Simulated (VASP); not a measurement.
# TiSbO3 (R-3) in VASP: a series of runs

Runs on TiSbO3. Level: PBEsol+U. Tasks: single point, relaxation of cell and atoms.

Everything below comes from runs of VASP 6.6.1. Logs are shortened: lines on timing, memory, paths and dates and some standing lists are left out, and cuts for length are marked.

**1. The cell of the first run**

It takes space group R-3 (No. 148, trigonal). Conventional cell: a = 5.769 Å, b = 5.769 Å, c = 12.726 Å, α = 90.00°, β = 90.00°, γ = 120.00°. Within 2.8 Å of Sb (site symmetry 3) lie 6 O at 2.12 to 2.43 Å. Ti (site symmetry 3) has 6 O at 2.03 to 2.25 Å within 2.7 Å. Within 2.7 Å of O (site symmetry 1) lie 2 Ti at 2.03 to 2.25 Å and 2 Sb at 2.12 to 2.43 Å and 3 O at 2.46 to 2.69 Å.

**2. Single point, PBEsol+U**

File INCAR:

```
  PREC = Accurate
  ENCUT = 520
  EDIFF = 1E-7
  ISMEAR = -1
  SIGMA = 0.1
  LREAL = F
  LASPH = T
  NELM = 150
  ALGO = Normal
  ISIF = 2
  LWAVE = F
  LCHARG = F
  LMAXMIX = 4
  LDAU = T
  LDAUTYPE = 1
  LDAUL = -1 2 -1
  LDAUU = 0 7.39 0
  LDAUJ = 0 0.63 0
  LDAUPRINT = 1
  GGA = PS
  NBANDS = 46
```

File KPOINTS:

```
regular mesh
0
Gamma
  4 4 4
```

File POSCAR:

```
TiSbO3
1.0
    2.6012920437     -1.9178405343     -4.7792419372
    0.0000000000      3.2318454570     -4.7792427274
    2.7545140964      1.3914050508      4.4232528772
Sb Ti O
2 2 6
Direct
    0.3642510284      0.3642510284      0.0927530851
    0.6357489716      0.6357489716      0.9072469149
    0.1232323424      0.1232323424      0.3696970273
    0.8767676576      0.8767676576      0.6303029727
    0.5409543984      1.0101790795      0.7535355706
    0.2024020927      0.5409543984      0.7535355706
    1.0101790795      0.2024020927      0.7535355706
    0.4590456016     -0.0101790795      0.2464644294
    0.7975979073      0.4590456016      0.2464644294
   -0.0101790795      0.7975979073      0.2464644294
```

Potentials or basis: VASP PAW PBE potentials, release 64 (Sb, Ti_sv, O).

Command:

```
cat potpaw_PBE.64/Sb/POTCAR potpaw_PBE.64/Ti_sv/POTCAR potpaw_PBE.64/O/POTCAR > POTCAR
mpirun -np 1 vasp_std > vasp.out
```

OUTCAR:

```text
PREC = Accurate
   ENCUT = 520
   EDIFF = 1E-7
   ISMEAR = -1
   LREAL = F
   LASPH = T
   NELM = 150
   ISIF = 2
   GGA = PS

 ion  position               nearest neighbor table
   1  0.364  0.364  0.093-   6 2.12   5 2.12   7 2.12   9 2.43  10 2.43   8 2.43   3 3.07   2 3.42
                             2 3.42   2 3.42   2 3.45
   2  0.636  0.636  0.907-   9 2.12   8 2.12  10 2.12   6 2.43   7 2.43   5 2.43   4 3.07   1 3.42
                             1 3.42   1 3.42   1 3.45
   3  0.123  0.123  0.370-  10 2.03   9 2.03   8 2.03   7 2.25   5 2.25   6 2.25   1 3.07
   4  0.877  0.877  0.630-   7 2.03   6 2.03   5 2.03  10 2.25   8 2.25   9 2.25   2 3.07
   5  0.541  0.010  0.754-   4 2.03   1 2.12   3 2.25   2 2.43
   6  0.202  0.541  0.754-   4 2.03   1 2.12   3 2.25   2 2.43
   7  0.010  0.202  0.754-   4 2.03   1 2.12   3 2.25   2 2.43
   8  0.459  0.990  0.246-   3 2.03   2 2.12   4 2.25   1 2.43
   9  0.798  0.459  0.246-   3 2.03   2 2.12   4 2.25   1 2.43
  10  0.990  0.798  0.246-   3 2.03   2 2.12   4 2.25   1 2.43

  LATTYP: Found a trigonal (rhomboedric) cell.
 ALAT       =     5.3933776003
 COS(alpha) =     0.4278501641

  Lattice vectors:

 A1 = (   5.3558061401,  -0.5264354835,  -0.3559890600)
 A2 = (   2.7545140964,   4.6232505078,  -0.3559898502)
 A3 = (   2.7545140964,   1.3914050508,   4.4232528772)

Analysis of symmetry for initial positions (statically):
=====================================================================
 Subroutine PRICEL returns:
 Original cell was already a primitive cell.

 Routine SETGRP: Setting up the symmetry group for a
 trigonal (rhombohedral) supercell.

 Subroutine GETGRP returns: Found  6 space group operations
 (whereof  6 operations were pure point group operations)
 out of a pool of 12 trial point group operations.

The static configuration has the point symmetry S_6 .

Analysis of symmetry for dynamics (positions and initial velocities):
=====================================================================
 Subroutine PRICEL returns:
 Original cell was already a primitive cell.

 Routine SETGRP: Setting up the symmetry group for a
 trigonal (rhombohedral) supercell.

 Subroutine GETGRP returns: Found  6 space group operations
 (whereof  6 operations were pure point group operations)
 out of a pool of 12 trial point group operations.

The dynamic configuration has the point symmetry S_6 .

 Subroutine INISYM returns: Found  6 space group operations
 (whereof  6 operations are pure point group operations),
 and found     1 'primitive' translations

----------------------------------------------------------------------------------------

                                     Primitive cell

  volume of cell :     122.2774

  direct lattice vectors                    reciprocal lattice vectors
     2.601292044 -1.917840534 -4.779241937     0.171291939 -0.107660875 -0.072803021
     0.000000000  3.231845457 -4.779242727     0.014992405  0.201759791 -0.072803069
     2.754514096  1.391405051  4.423252877     0.201276749  0.101672153  0.068753295

  length of vectors
     5.769400845  5.769400845  5.393377600     0.215016446  0.215016446  0.235746839

  position of ions in fractional coordinates (direct lattice)
     0.364251028  0.364251028  0.092753085
     0.635748972  0.635748972  0.907246915
[... 123 lines left out ...]

atom =   3  type =  2  l = 2

 onsite density matrix

spin component  1

  0.2388  0.0383 -0.0584  0.0717  0.1032
  0.0383  0.1440 -0.0145  0.0344  0.0285
 -0.0584 -0.0145  0.1300 -0.0759 -0.0666
  0.0717  0.0344 -0.0759  0.1405  0.0744
  0.1032  0.0285 -0.0666  0.0744  0.1364

spin component  2

  0.2388  0.0383 -0.0584  0.0717  0.1032
  0.0383  0.1440 -0.0145  0.0344  0.0285
 -0.0584 -0.0145  0.1300 -0.0759 -0.0666
  0.0717  0.0344 -0.0759  0.1405  0.0744
  0.1032  0.0285 -0.0666  0.0744  0.1364

 occupancies and eigenvectors

  o =  0.0569  v =  0.2071  0.1209 -0.7067 -0.3879 -0.5409  0.0000  0.0000  0.0000  0.0000  0.0000      0.0000  0.0000  0.0000  0.0000  0.0000  0.0000  0.0000  0.0000  0.0000  0.0000
  o =  0.0569  v =  0.0000  0.0000  0.0000  0.0000  0.0000  0.2071  0.1209 -0.7067 -0.3879 -0.5409      0.0000  0.0000  0.0000  0.0000  0.0000  0.0000  0.0000  0.0000  0.0000  0.0000
  o =  0.0569  v =  0.0000  0.0000  0.0000  0.0000  0.0000 -0.2186  0.0952 -0.2125 -0.6549  0.6849      0.0000  0.0000  0.0000  0.0000  0.0000  0.0000  0.0000  0.0000  0.0000  0.0000
  o =  0.0569  v = -0.2186  0.0952 -0.2125 -0.6549  0.6849  0.0000  0.0000  0.0000  0.0000  0.0000      0.0000  0.0000  0.0000  0.0000  0.0000  0.0000  0.0000  0.0000  0.0000  0.0000
  o =  0.1326  v = -0.0253 -0.9346 -0.3170  0.1029  0.1218  0.0000  0.0000  0.0000  0.0000  0.0000      0.0000  0.0000  0.0000  0.0000  0.0000  0.0000  0.0000  0.0000  0.0000  0.0000
  o =  0.1326  v =  0.0000  0.0000  0.0000  0.0000  0.0000 -0.0253 -0.9346 -0.3170  0.1029  0.1218      0.0000  0.0000  0.0000  0.0000  0.0000  0.0000  0.0000  0.0000  0.0000  0.0000
  o =  0.1326  v = -0.7085  0.2354 -0.4650  0.4733  0.0494  0.0000  0.0000  0.0000  0.0000  0.0000      0.0000  0.0000  0.0000  0.0000  0.0000  0.0000  0.0000  0.0000  0.0000  0.0000
  o =  0.1326  v =  0.0000  0.0000  0.0000  0.0000  0.0000 -0.7085  0.2354 -0.4650  0.4733  0.0494      0.0000  0.0000  0.0000  0.0000  0.0000  0.0000  0.0000  0.0000  0.0000  0.0000
  o =  0.4106  v =  0.6378  0.2179 -0.3724  0.4313  0.4702  0.0000  0.0000  0.0000  0.0000  0.0000      0.0000  0.0000  0.0000  0.0000  0.0000  0.0000  0.0000  0.0000  0.0000  0.0000
  o =  0.4106  v =  0.0000  0.0000  0.0000  0.0000  0.0000  0.6378  0.2179 -0.3724  0.4313  0.4702      0.0000  0.0000  0.0000  0.0000  0.0000  0.0000  0.0000  0.0000  0.0000  0.0000

atom =   4  type =  2  l = 2

 onsite density matrix

spin component  1

  0.2388  0.0383 -0.0584  0.0717  0.1032
  0.0383  0.1440 -0.0145  0.0344  0.0285
 -0.0584 -0.0145  0.1300 -0.0759 -0.0666
  0.0717  0.0344 -0.0759  0.1405  0.0744
  0.1032  0.0285 -0.0666  0.0744  0.1364

spin component  2

  0.2388  0.0383 -0.0584  0.0717  0.1032
  0.0383  0.1440 -0.0145  0.0344  0.0285
 -0.0584 -0.0145  0.1300 -0.0759 -0.0666
  0.0717  0.0344 -0.0759  0.1405  0.0744
  0.1032  0.0285 -0.0666  0.0744  0.1364

 occupancies and eigenvectors

  o =  0.0569  v =  0.2071  0.1209 -0.7067 -0.3879 -0.5409  0.0000  0.0000  0.0000  0.0000  0.0000      0.0000  0.0000  0.0000  0.0000  0.0000  0.0000  0.0000  0.0000  0.0000  0.0000
  o =  0.0569  v =  0.0000  0.0000  0.0000  0.0000  0.0000  0.2071  0.1209 -0.7067 -0.3879 -0.5409      0.0000  0.0000  0.0000  0.0000  0.0000  0.0000  0.0000  0.0000  0.0000  0.0000
  o =  0.0569  v =  0.0000  0.0000  0.0000  0.0000  0.0000 -0.2187  0.0951 -0.2125 -0.6549  0.6849      0.0000  0.0000  0.0000  0.0000  0.0000  0.0000  0.0000  0.0000  0.0000  0.0000
  o =  0.0569  v = -0.2187  0.0951 -0.2125 -0.6549  0.6849  0.0000  0.0000  0.0000  0.0000  0.0000      0.0000  0.0000  0.0000  0.0000  0.0000  0.0000  0.0000  0.0000  0.0000  0.0000
  o =  0.1326  v = -0.0252 -0.9346 -0.3170  0.1029  0.1218  0.0000  0.0000  0.0000  0.0000  0.0000      0.0000  0.0000  0.0000  0.0000  0.0000  0.0000  0.0000  0.0000  0.0000  0.0000
  o =  0.1326  v =  0.0000  0.0000  0.0000  0.0000  0.0000 -0.0252 -0.9346 -0.3170  0.1029  0.1218      0.0000  0.0000  0.0000  0.0000  0.0000  0.0000  0.0000  0.0000  0.0000  0.0000
  o =  0.1326  v = -0.7085  0.2354 -0.4650  0.4733  0.0494  0.0000  0.0000  0.0000  0.0000  0.0000      0.0000  0.0000  0.0000  0.0000  0.0000  0.0000  0.0000  0.0000  0.0000  0.0000
  o =  0.1326  v =  0.0000  0.0000  0.0000  0.0000  0.0000 -0.7085  0.2354 -0.4650  0.4733  0.0494      0.0000  0.0000  0.0000  0.0000  0.0000  0.0000  0.0000  0.0000  0.0000  0.0000
  o =  0.4106  v =  0.6378  0.2179 -0.3724  0.4313  0.4702  0.0000  0.0000  0.0000  0.0000  0.0000      0.0000  0.0000  0.0000  0.0000  0.0000  0.0000  0.0000  0.0000  0.0000  0.0000
  o =  0.4106  v =  0.0000  0.0000  0.0000  0.0000  0.0000  0.6378  0.2179 -0.3724  0.4313  0.4702      0.0000  0.0000  0.0000  0.0000  0.0000  0.0000  0.0000  0.0000  0.0000  0.0000

 number of electron      70.0000004 magnetization

 Free energy of the ion-electron system (eV)
  ---------------------------------------------------
  ext. energy  EPLUGINS =         0.00000000
  ---------------------------------------------------
  free energy    TOTEN  =       -67.31656574 eV

  energy without entropy =      -67.29584869  energy(sigma->0) =      -67.30620721

 E-fermi :   9.2713     XC(G=0): -11.5168

 val. band max:        9.2607982140   @ k =   0.0000  -0.0000   0.5000
 cond. band min:       9.5208275958   @ k =   0.5000   0.0000   0.0000
 fundamental gap:      0.2600293819
 Fermi energy:         9.2713376762

 k-point     1 :       0.0000    0.0000    0.0000
  band No.  band energies     occupation
      1     -50.8463      2.00000
      2     -50.8321      2.00000
      3     -27.3629      2.00000
      4     -27.3629      2.00000
      5     -27.3155      2.00000
      6     -27.3155      2.00000
[... 675 lines left out ...]
     45      12.0504      0.00000
     46      12.9122      0.00000

------------------------ aborting loop because EDIFF is reached ----------------------------------------

  FORCE on cell =-STRESS in cart. coord.  units (eV):
  Direction    XX          YY          ZZ          XY          YZ          ZX
  --------------------------------------------------------------------------------------
  -------------------------------------------------------------------------------------
  Total        0.7551950      1.0805745      1.1410696     -0.2206675     -0.0753788     -0.1492216
  in kB        9.8951759     14.1585606     14.9512170     -2.8913642     -0.9876736     -1.9552216
  external PRESSURE =      13.0016512 kB  Pullay stress =       0.0000000 kB

 VOLUME and BASIS-vectors are now :
 -----------------------------------------------------------------------------
  energy-cutoff  :      520.00
  volume of cell :      122.28
      direct lattice vectors                 reciprocal lattice vectors
     2.601292044 -1.917840534 -4.779241937     0.171291939 -0.107660875 -0.072803021
     0.000000000  3.231845457 -4.779242727     0.014992405  0.201759791 -0.072803069
     2.754514096  1.391405051  4.423252877     0.201276749  0.101672153  0.068753295

 POSITION                                       TOTAL-FORCE (eV/Angst)
 -----------------------------------------------------------------------------------
      1.20301      0.60768     -3.07142         0.080964      0.040898      0.027656
      4.15279      2.09773     -2.06381        -0.080964     -0.040898     -0.027656
      1.33890      0.67633      0.45735         0.102370      0.051711      0.034968
      4.01691      2.02908     -5.59258        -0.102370     -0.051711     -0.034968
      3.48280      0.04391      0.69908        -0.016422      0.121047      0.158053
      2.60213      2.40858     -0.21960         0.144604     -0.127015      0.053478
      2.10210      1.68308      2.31710         0.087685      0.115009     -0.137794
      1.87300      2.66150     -5.83431         0.016422     -0.121047     -0.158053
      2.75367      0.29683     -4.91563        -0.144604      0.127015     -0.053478
      3.25370      1.02233     -7.45233        -0.087685     -0.115009      0.137794
 -----------------------------------------------------------------------------------
    total drift:                               -0.000000     -0.000000     -0.000000

  FREE ENERGIE OF THE ION-ELECTRON SYSTEM (eV)
  ---------------------------------------------------
  free  energy   TOTEN  =       -67.3165657385 eV

  energy  without entropy=      -67.2958486904  energy(sigma->0) =      -67.30620721
```

It took 66 s on 1 thread of Intel Xeon 6975P-C (Granite Rapids), shared host; peak memory 0.31 GiB.

Results:

```yaml
Free_energy: -67.3166 eV
Pressure: 1.3 GPa
Largest_force: 0.200 eV/Å
Band_gap_on_the_k_mesh: 0.26 eV, indirect (least direct gap 0.29 eV)
```

Forces in eV/Å, atoms in the order of the input:
```
Sb   0.081  0.041  0.028
Sb  -0.081 -0.041 -0.028
Ti   0.102  0.052  0.035
Ti  -0.102 -0.052 -0.035
O   -0.016  0.121  0.158
O    0.145 -0.127  0.053
O    0.088  0.115 -0.138
O    0.016 -0.121 -0.158
O   -0.145  0.127 -0.053
O   -0.088 -0.115  0.138
```

Levels at points of the mesh, in eV from the valence-band top:
| k point | band 33 | band 34 | band 35 | band 36 | band 37 | band 38 |
| --- | --- | --- | --- | --- | --- | --- |
| (0.00, 0.00, 0.00) | -3.48 | -2.20 | -1.11 | 0.52 | 1.30 | 1.30 |
| (0.50, 0.00, 0.00) | -2.99 | -2.30 | -0.61 | 0.26 | 0.40 | 0.90 |
| (0.50, 0.50, 0.00) | -2.79 | -2.35 | -0.69 | 0.41 | 0.63 | 1.26 |
| (0.00, 0.00, 0.50) | -2.32 | -2.28 | 0.00 | 0.29 | 1.35 | 1.35 |

Eigenvalues of the final occupation matrices:
```
    site  spin  trace               eigenvalues
site 3 d     1   0.79  0.06 0.06 0.13 0.13 0.41
site 3 d     2   0.79  0.06 0.06 0.13 0.13 0.41
site 4 d     1   0.79  0.06 0.06 0.13 0.13 0.41
site 4 d     2   0.79  0.06 0.06 0.13 0.13 0.41
```

Caveat: the PAW data sets were made with another functional, which shifts forces and pressure a little; spin-orbit coupling is left out, which moves the levels of the heavy elements.

**3. Relaxation of cell and atoms, PBEsol+U**

This run uses another cell than the first one, of 12.15 Å³/atom, 0.994 times its volume.

File INCAR:

```
SYSTEM = TiSbO3
PREC = Accurate
ENCUT = 600
EDIFF = 1E-7
ISMEAR = -1
SIGMA = 0.1
LREAL = .False.
LASPH = .True.
NELM = 150
ALGO = Normal
ISIF = 3
LWAVE = .False.
LCHARG = .False.
LMAXMIX = 4
LDAU = .True.
LDAUTYPE = 1
LDAUL = -1 2 -1
LDAUU = 0 7.39 0
LDAUJ = 0 0.63 0
LDAUPRINT = 1
GGA = PS
IBRION = 2
NSW = 100
EDIFFG = -0.01
```

File KPOINTS:

```
regular mesh
0
Gamma
  4 4 4
  0 0 0
```

File POSCAR:

```
TiSbO3
1.0
    2.3861605600     -1.7592325400     -4.3839893400
    0.0000000000      2.9645656800     -4.3839893400
    3.4826875500      1.7592325400      4.3839893400
Sb Ti O
2 2 6
Direct
    0.3420000000      0.3420000000      0.0260000000
    0.6580000000      0.6580000000      0.9740000000
    0.1560000000      0.1560000000      0.4680000000
    0.8440000000      0.8440000000      0.5320000000
    0.5400000000      0.9700000000      0.7700000000
    0.2600000000      0.5400000000      0.7700000000
    0.9700000000      0.2600000000      0.7700000000
    0.4600000000      0.0300000000      0.2300000000
    0.7400000000      0.4600000000      0.2300000000
    0.0300000000      0.7400000000      0.2300000000
```

Potentials or basis: VASP PAW PBE potentials, release 64 (Sb, Ti_sv, O).

Command:

```
cat potpaw_PBE.64/Sb/POTCAR potpaw_PBE.64/Ti_sv/POTCAR potpaw_PBE.64/O/POTCAR > POTCAR
mpirun -np 1 vasp_std > vasp.out
```

Run time: 26 min. Hardware: 1 thread of Intel Xeon 6975P-C (Granite Rapids), shared host; peak memory 0.34 GiB.

Results (log left out):

```
Free energy                            : -69.3930 eV
Relaxed volume                         : 13.72 Å³/atom
Relaxed cell                           : a = 5.055 Å, b = 5.055 Å, c = 6.854 Å, α = 111.64°, β = 111.64°, γ = 60.00°
Space group after relaxing (to 0.05 Å) : R-3 (No. 148)
Energy gained by relaxing              : 708.0 meV/atom
Ionic steps                            : 36
Pressure after relaxing                : 0.0 GPa
Largest force after relaxing           : 0.009 eV/Å
Band gap on the k mesh                 : zero (band 35 reaches 7.33 eV, above the bottom of band 36 at 7.14 eV)
```

Forces in eV/Å, atoms in the order of the input:
```
Sb   0.001  0.001  0.000
Sb  -0.001 -0.001  0.000
Ti  -0.004 -0.002 -0.001
Ti   0.004  0.002  0.001
O    0.002 -0.002 -0.009
O   -0.006  0.007  0.001
O    0.000 -0.007  0.006
O   -0.002  0.002  0.009
O    0.006 -0.007 -0.001
O    0.000  0.007 -0.006
```

Step by step:
```
step  energy change (eV)  largest force (eV/Å)  pressure (GPa)  volume (Å³)
   1              0.0000                3.7057           25.03       121.54
   2             -1.8743                1.1886          -20.29       158.07
   3             -2.8189                1.9484           -9.10       142.51
   4             -4.2042                0.9359           -4.73       135.81
   5             -4.5609                0.4758            3.45       130.01
   6             -4.5702                0.4104            1.78       130.94
   7             -4.5709                0.4267            2.19       130.70
   8             -4.8069                0.4294            0.47       132.90
   9             -4.7946                2.1676           -0.06       139.31
  10             -4.9855                1.1238           -0.56       135.77
  11             -5.1480                1.2281           -0.71       136.50
  12             -5.4157                1.4539           -0.84       138.27
  13             -5.6738                0.8473           -1.70       137.89
  14             -5.8722                1.0621           -2.34       137.09
  15             -6.1409                1.0421            1.40       133.71
  16             -6.2748                1.2489            9.69       127.37
  17             -6.2933                1.1300            7.41       128.99
  18             -6.4341                0.9677            6.37       129.22
  19             -6.6760                1.2416            3.36       129.92
  20             -6.6870                1.3556            2.48       130.13
  21             -6.7638                1.2175            1.47       131.09
  22             -6.9077                0.8200           -1.18       134.00
  23             -6.8682                0.5966           -4.99       139.92
  24             -6.9390                0.5252           -2.97       136.46
  25             -7.0007                0.2955            0.14       135.04
  26             -7.0036                0.2736            1.03       134.67
  27             -7.0329                0.2086            0.74       135.25
  28             -7.0706                0.1671            0.00       136.99
  29             -7.0767                0.0870           -0.16       137.14
  30             -7.0784                0.0772           -0.28       137.26
  31             -7.0794                0.0517            0.47       136.79
  32             -7.0795                0.0482            0.26       136.92
  33             -7.0803                0.0328            0.03       137.17
  34             -7.0803                0.0301           -0.01       137.22
  35             -7.0804                0.0149           -0.02       137.23
  36             -7.0805                0.0092           -0.04       137.25
```

Final structure:
```
CELL_PARAMETERS angstrom
2.27931 -1.68046 -4.18768
0.00000 2.83182 -4.18768
4.53471 2.29065 4.60031
ATOMIC_POSITIONS crystal
Sb 0.37313 0.37313 0.11939
Sb 0.62687 0.62687 0.88061
Ti 0.16559 0.16559 0.49676
Ti 0.83441 0.83441 0.50324
O 0.55707 0.90044 0.67512
O 0.21761 0.55707 0.67512
O 0.90044 0.21761 0.67512
O 0.44293 0.09956 0.32488
O 0.78239 0.44293 0.32488
O 0.09956 0.78239 0.32488
```

Levels at points of the mesh, in eV from the Fermi level:
| k point | band 33 | band 34 | band 35 | band 36 | band 37 | band 38 |
| --- | --- | --- | --- | --- | --- | --- |
| (0.00, 0.00, 0.00) | -3.26 | -2.67 | -0.05 | -0.05 | 1.60 | 1.76 |
| (0.50, 0.00, 0.00) | -3.34 | -3.07 | -0.77 | -0.07 | 0.83 | 1.09 |
| (0.50, 0.50, 0.00) | -3.24 | -2.91 | 0.12 | 0.35 | 1.06 | 1.10 |
| (0.00, 0.00, 0.50) | -3.25 | -2.65 | -0.01 | -0.01 | 1.13 | 1.13 |

Eigenvalues of the final occupation matrices:
| site | spin | trace | eigenvalues |
| --- | --- | --- | --- |
| site 3 d | 1 | 0.78 | 0.10 0.10 0.10 0.24 0.24 |
| site 3 d | 2 | 0.78 | 0.10 0.10 0.10 0.24 0.24 |
| site 4 d | 1 | 0.78 | 0.10 0.10 0.10 0.24 0.24 |
| site 4 d | 2 | 0.78 | 0.10 0.10 0.10 0.24 0.24 |

Caveat: the electronic state changed during the relaxation; the PAW data sets were made with another functional, which shifts forces and pressure a little; spin-orbit coupling is left out, which moves the levels of the heavy elements; U without spin polarisation on a metal has little footing.
